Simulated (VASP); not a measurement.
Runs of VASP 6.6.1 on BN. The structure is that of space group Pm-3m (No. 221), or close to it. The cells are those of the table. 

```csv
task,level,cell,k mesh,cutoff (eV),gap on the mesh (eV),pressure (GPa),relaxed volume (Å³/atom)
single point,r2SCAN,"a = 2.315 Å, 2 atoms",10 × 10 × 10,520,none,0.0,-
relaxation of cell and atoms,r2SCAN,"relaxed from a = 2.322 Å, 2 atoms",10 × 10 × 10,600,none,0.0,6.20
relaxation of cell and atoms,PBE,"relaxed from a = 1.905 Å, 2 atoms",12 × 12 × 12,600,none,0.0,(a)
single point,PBE,"a = 2.322 Å, 2 atoms",12 × 12 × 12,520,none,-0.1,-
single point,PBE,"a = 2.315 Å, 2 atoms",10 × 10 × 10,520,none,2.3,-
```

Alike in all rows: potentials or basis VASP PAW PBE potentials, release 64 (B, N); no spin polarisation; smearing fermi-dirac 0.02 eV.

Problem. Fill in the values left out.

Solution. (a) 6.14.

Caveats: the PAW data sets were made with another functional, which shifts forces and pressure a little (some runs); the volume moved by over 15 % at a fixed basis, so the end points are rough (some runs).

A gap of «none» marks levels without a gap at the run's occupations.
